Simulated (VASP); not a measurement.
# K3Ba (Fm-3m) in VASP: notebook

K3Ba is run at these levels: LDA; tasks: single point, relaxation of volume and atoms at fixed shape.

Program: VASP 6.6.1. These are calculated values, not measurements. Logs are shortened: lines on timing, memory, paths and dates and some standing lists are left out, and cuts for length are marked.

## (1) The cell of the first run

It takes space group Fm-3m (No. 225, cubic). The conventional cell has a = 10.011 Å, b = 10.011 Å, c = 10.011 Å, α = 90.00°, β = 90.00°, γ = 90.00°. K (site symmetry -43m) has 10 K at 4.33 to 5.01 Å and 4 Ba at 4.33 Å within 5.7 Å. K (site symmetry m-3m) has 8 K at 4.33 Å and 6 Ba at 5.01 Å within 5.7 Å. Within 5.7 Å of Ba (site symmetry m-3m) lie 14 K at 4.33 to 5.01 Å.

## (2) Single point, LDA

Input file INCAR:

```
SYSTEM = K3Ba
PREC     = Accurate       ! precision mode
ENCUT    = 520            ! plane-wave cutoff, eV
EDIFF    = 1E-6           ! SCF threshold, eV
ISMEAR   = 1              ! smearing method
SIGMA    = 0.1            ! smearing width, eV
LREAL    = .False.        ! projectors in reciprocal space
LASPH    = .True.         ! aspherical terms in the spheres
NELM     = 80             ! most SCF steps
ALGO     = Normal         ! electronic algorithm
ISIF     = 2              ! what is computed and relaxed
LWAVE    = .False.        ! write WAVECAR
LCHARG   = .False.        ! write CHGCAR
NBANDS   = 26             ! bands
```

Input file KPOINTS:

```
regular mesh
0
Gamma
  4 4 4
  0 0 0
```

Input file POSCAR:

```
K3Ba
1.0
    0.0000000000      5.0055290407      5.0055290407
    5.0055290407      0.0000000000      5.0055290407
    5.0055290407      5.0055290407      0.0000000000
K Ba
3 1
Direct
    0.2500000000      0.2500000000      0.2500000000
    0.7500000000      0.7500000000      0.7500000000
    0.5000000000      0.5000000000      0.5000000000
    0.0000000000      0.0000000000      0.0000000000
```

Potentials or basis: VASP PAW LDA potentials, release 64 (K_sv, Ba_sv).

On the command line:

```
> cat potpaw_LDA.64/K_sv/POTCAR potpaw_LDA.64/Ba_sv/POTCAR > POTCAR
> mpirun -np 1 vasp_std > vasp.out
```

OUTCAR:

```text
SYSTEM = K3Ba
   PREC = Accurate
   ENCUT = 520
   EDIFF = 1E-6
   ISMEAR = 1
   LREAL = .False.
   LASPH = .True.
   NELM = 80
   ISIF = 2

 ion  position               nearest neighbor table
   1  0.250  0.250  0.250-
   2  0.750  0.750  0.750-
   3  0.500  0.500  0.500-
   4  0.000  0.000  0.000-

  LATTYP: Found a face centered cubic cell.
 ALAT       =    10.0110580814

  Lattice vectors:

 A1 = (   0.0000000000,   5.0055290407,   5.0055290407)
 A2 = (   5.0055290407,   0.0000000000,   5.0055290407)
 A3 = (   5.0055290407,   5.0055290407,   0.0000000000)

Analysis of symmetry for initial positions (statically):
=====================================================================
 Subroutine PRICEL returns:
 Original cell was already a primitive cell.

 Routine SETGRP: Setting up the symmetry group for a
 face centered cubic supercell.

 Subroutine GETGRP returns: Found 48 space group operations
 (whereof 48 operations were pure point group operations)
 out of a pool of 48 trial point group operations.

The static configuration has the point symmetry O_h .

Analysis of symmetry for dynamics (positions and initial velocities):
=====================================================================
 Subroutine PRICEL returns:
 Original cell was already a primitive cell.

 Routine SETGRP: Setting up the symmetry group for a
 face centered cubic supercell.

 Subroutine GETGRP returns: Found 48 space group operations
 (whereof 48 operations were pure point group operations)
 out of a pool of 48 trial point group operations.

The dynamic configuration has the point symmetry O_h .

 Subroutine INISYM returns: Found 48 space group operations
 (whereof 48 operations are pure point group operations),
 and found     1 'primitive' translations

----------------------------------------------------------------------------------------

                                     Primitive cell

  volume of cell :     250.8303

  direct lattice vectors                    reciprocal lattice vectors
     0.000000000  5.005529041  5.005529041    -0.099889541  0.099889541  0.099889541
     5.005529041  0.000000000  5.005529041     0.099889541 -0.099889541  0.099889541
     5.005529041  5.005529041  0.000000000     0.099889541  0.099889541 -0.099889541

  length of vectors
     7.078887056  7.078887056  7.078887056     0.173013761  0.173013761  0.173013761

  position of ions in fractional coordinates (direct lattice)
     0.250000000  0.250000000  0.250000000
     0.750000000  0.750000000  0.750000000
     0.500000000  0.500000000  0.500000000
     0.000000000  0.000000000  0.000000000

  ion indices of the primitive-cell ions
   primitive index   ion index
                 1           1
                 2           2
                 3           3
                 4           4

----------------------------------------------------------------------------------------

 KPOINTS: regular mesh

Automatic generation of k-mesh.
 Grid dimensions read from file:
 generate k-points for:    4    4    4

 Generating k-lattice:

  Cartesian coordinates                     Fractional coordinates (reciprocal lattice)
    -0.024972385  0.024972385  0.024972385     0.250000000  0.000000000  0.000000000
     0.024972385 -0.024972385  0.024972385     0.000000000  0.250000000  0.000000000
     0.024972385  0.024972385 -0.024972385     0.000000000  0.000000000  0.250000000

  Length of vectors
     0.043253440  0.043253440  0.043253440

  Shift w.r.t. Gamma in fractional coordinates (k-lattice)
     0.000000000  0.000000000  0.000000000

 Subroutine IBZKPT returns following result:
 ===========================================

 Found      8 irreducible k-points:

 Following reciprocal coordinates:
            Coordinates               Weight
  0.000000  0.000000  0.000000      1.000000
  0.250000  0.000000  0.000000      8.000000
  0.500000  0.000000  0.000000      4.000000
  0.250000  0.250000  0.000000      6.000000
  0.500000  0.250000  0.000000     24.000000
 -0.250000  0.250000  0.000000     12.000000
  0.500000  0.500000  0.000000      3.000000
 -0.250000  0.500000  0.250000      6.000000
   k-points           NKPTS =      8   k-points in BZ     NKDIM =      8   number of bands    NBANDS=     26
   number of dos      NEDOS =    301   number of ions     NIONS =      4
   total plane-waves  NPLWV = 157464
   dimension x,y,z NGX =    54 NGY =   54 NGZ =   54
   dimension x,y,z NGXF=   108 NGYF=  108 NGZF=  108
   ions per type =               3   1
   NGX,Y,Z   is equivalent  to a cutoff of  12.68, 12.68, 12.68 a.u.
   NGXF,Y,Z  is equivalent  to a cutoff of  25.36, 25.36, 25.36 a.u.
 SYSTEM =  K3Ba
   PREC   = accura    normal or accurate (medium, high low for compatibility)
   ISTART =      0    job   : 0-new  1-cont  2-samecut
   ICHARG =      2    charge: 1-file 2-atom 10-const
   ISPIN  =      1    spin polarized calculation?
   LNONCOLLINEAR =      F non collinear calculations
   LSORBIT =      F    spin-orbit coupling
   LASPH  =      T    aspherical Exc in radial PAW
   ENCUT  =  520.0 eV  38.22 Ry    6.18 a.u.  13.16 13.16 13.16*2*pi/ulx,y,z
   NELM   =     80;   NELMIN=  2; NELMDL= -5     # of ELM steps
   EDIFF  = 0.1E-05   stopping-criterion for ELM
   LREAL  =      F    real-space projection
   EDIFFG = 0.1E-04   stopping-criterion for IOM
   NSW    =      0    number of steps for IOM
   IBRION =     -1    ionic relax: 0-MD 1-quasi-New 2-CG
   NFREE  =      0    steps in history (QN), initial steepest desc. (CG)
   ISIF   =      2    stress and relaxation
   ISYM   =      2    0-nonsym 1-usesym 2-fastsym
   POTIM  = 0.5000    time-step for ionic-motion
   TEBEG  =    0.0;   TEEND  =   0.0 temperature during run
   PSTRESS=    0.0 pullay stress
   NELECT =      37.0000    total number of electrons
   NUPDOWN=      -1.0000    fix difference up-down
   EMIN   =  10.00;   EMAX   =-10.00  energy-range for DOS
   EFERMI =   0.00;   METHOD = LEGACY
   ISMEAR =     1;   SIGMA  =   0.10  broadening in eV -4-tet -1-fermi 0-gaus
   EFERMI_NEDOS =   21; number of points for ismear=-14 and -15
   IALGO  =     38    algorithm
   IMIX   =      4    mixing-type and parameters
     AMIX     =   0.40;   BMIX     =  1.00
     AMIX_MAG =   1.60;   BMIX_MAG =  1.00
  volume/ion in A,a.u.               =      62.71       423.17
  Fermi-wavevector in a.u.,A,eV,Ry     =   0.864999  1.634610 10.180187  0.748223
  Thomas-Fermi vector in A             =   1.983178
   LORBIT       =      0    0 simple, 1 ext, 2 COOP (PROOUT), +10 PAW based schemes
   GGA     = CA    functional components
   LHFCALC =     F    Hartree Fock is set to
   AEXX    =    0.0000 exact exchange contribution
   IVDW    =     0    specifies the selected vdW correction
   LEPSILON=     F    determine dielectric tensor
   LRPA    =     F    only Hartree local field effects (RPA)
 non-spin polarized calculation
 Methfessel and Paxton  Order N= 1 SIGMA  =   0.10
  energy-cutoff  :      520.00
  volume of cell :      250.83
 maximum number of plane-waves:      6811
 NGX is ok and might be reduce to    54
   NGX = 27   NGY = 27   NGZ = 27

 number of electron      36.9999997 magnetization

 Free energy of the ion-electron system (eV)
  ---------------------------------------------------
  ext. energy  EPLUGINS =         0.00000000
  ---------------------------------------------------
  free energy    TOTEN  =        -5.19618292 eV

  energy without entropy =       -5.18752671  energy(sigma->0) =       -5.19329752

 E-fermi :   0.3536     XC(G=0):  -6.6663

 val. band max:        0.3294025039   @ k =   0.5000   0.2500   0.0000
 cond. band min:       0.3728579522   @ k =   0.5000   0.5000   0.0000
 fundamental gap:      0.0434554483
 Fermi energy:         0.3536382841

 k-point     1 :       0.0000    0.0000    0.0000
  band No.  band energies     occupation
      1     -31.0011      2.00000
      2     -30.9986      2.00000
      3     -30.9513      2.00000
      4     -29.3121      2.00000
      5     -14.7501      2.00000
      6     -14.7501      2.00000
[... 18 lines left out ...]
     25       2.0565     -0.00000
     26       3.8858      0.00000

 k-point     2 :       0.2500    0.0000    0.0000
  band No.  band energies     occupation
      1     -31.0006      2.00000
      2     -30.9988      2.00000
      3     -30.9516      2.00000
      4     -29.3121      2.00000
      5     -14.7613      2.00000
      6     -14.7522      2.00000
[... 18 lines left out ...]
     25       2.0785     -0.00000
     26       3.1321      0.00000

 k-point     3 :       0.5000    0.0000    0.0000
  band No.  band energies     occupation
      1     -30.9996      2.00000
      2     -30.9995      2.00000
      3     -30.9519      2.00000
      4     -29.3121      2.00000
      5     -14.7546      2.00000
      6     -14.7546      2.00000
[... 18 lines left out ...]
     25       1.8033     -0.00000
     26       2.3954      0.00000

 k-point     4 :       0.2500    0.2500    0.0000
  band No.  band energies     occupation
      1     -31.0004      2.00000
      2     -30.9989      2.00000
      3     -30.9517      2.00000
      4     -29.3121      2.00000
      5     -14.7703      2.00000
      6     -14.7703      2.00000
[... 18 lines left out ...]
     25       1.9590     -0.00000
     26       3.4760      0.00000

 k-point     5 :       0.5000    0.2500    0.0000
  band No.  band energies     occupation
      1     -30.9998      2.00000
      2     -30.9993      2.00000
      3     -30.9520      2.00000
      4     -29.3121      2.00000
      5     -14.7789      2.00000
      6     -14.7694      2.00000
[... 18 lines left out ...]
     25       1.9201     -0.00000
     26       3.0524      0.00000

 k-point     6 :      -0.2500    0.2500    0.0000
  band No.  band energies     occupation
      1     -31.0000      2.00000
      2     -30.9992      2.00000
      3     -30.9519      2.00000
      4     -29.3121      2.00000
      5     -14.7695      2.00000
      6     -14.7687      2.00000
[... 18 lines left out ...]
     25       2.0946     -0.00000
     26       2.8777      0.00000

 k-point     7 :       0.5000    0.5000    0.0000
  band No.  band energies     occupation
      1     -30.9998      2.00000
      2     -30.9992      2.00000
      3     -30.9521      2.00000
      4     -29.3122      2.00000
      5     -14.7901      2.00000
      6     -14.7901      2.00000
[... 18 lines left out ...]
     25       1.6144     -0.00000
     26       3.2344      0.00000

 k-point     8 :      -0.2500    0.5000    0.2500
  band No.  band energies     occupation
      1     -30.9995      2.00000
      2     -30.9995      2.00000
      3     -30.9521      2.00000
      4     -29.3122      2.00000
      5     -14.7705      2.00000
      6     -14.7693      2.00000
[... 18 lines left out ...]
     25       1.9400     -0.00000
     26       3.2092      0.00000

------------------------ aborting loop because EDIFF is reached ----------------------------------------

  FORCE on cell =-STRESS in cart. coord.  units (eV):
  Direction    XX          YY          ZZ          XY          YZ          ZX
  --------------------------------------------------------------------------------------
  -------------------------------------------------------------------------------------
  Total       -0.0681343     -0.0681343     -0.0681343      0.0000000      0.0000000      0.0000000
  in kB       -0.4352074     -0.4352074     -0.4352074      0.0000000      0.0000000      0.0000000
  external PRESSURE =      -0.4352074 kB  Pullay stress =       0.0000000 kB

 VOLUME and BASIS-vectors are now :
 -----------------------------------------------------------------------------
  energy-cutoff  :      520.00
  volume of cell :      250.83
      direct lattice vectors                 reciprocal lattice vectors
     0.000000000  5.005529041  5.005529041    -0.099889541  0.099889541  0.099889541
     5.005529041  0.000000000  5.005529041     0.099889541 -0.099889541  0.099889541
     5.005529041  5.005529041  0.000000000     0.099889541  0.099889541 -0.099889541

 POSITION                                       TOTAL-FORCE (eV/Angst)
 -----------------------------------------------------------------------------------
      2.50276      2.50276      2.50276        -0.000000     -0.000000     -0.000000
      7.50829      7.50829      7.50829        -0.000000      0.000000      0.000000
      5.00553      5.00553      5.00553         0.000000     -0.000000     -0.000000
      0.00000      0.00000      0.00000         0.000000     -0.000000     -0.000000
 -----------------------------------------------------------------------------------
    total drift:                                0.000000      0.000000      0.000000

  FREE ENERGIE OF THE ION-ELECTRON SYSTEM (eV)
  ---------------------------------------------------
  free  energy   TOTEN  =        -5.1961829191 eV

  energy  without entropy=       -5.1875267085  energy(sigma->0) =       -5.19329752
```

It took 49 s on 1 thread of Intel Xeon Platinum 8259CL at 2.50GHz (Skylake/Cascade Lake), shared host; peak memory 0.32 GiB.

What came out:

* Free energy: -5.1962 eV
* Pressure: 0.0 GPa

Caveat: spin-orbit coupling is left out, which moves the levels of the heavy elements.

(Continued in part 2 of 2.)
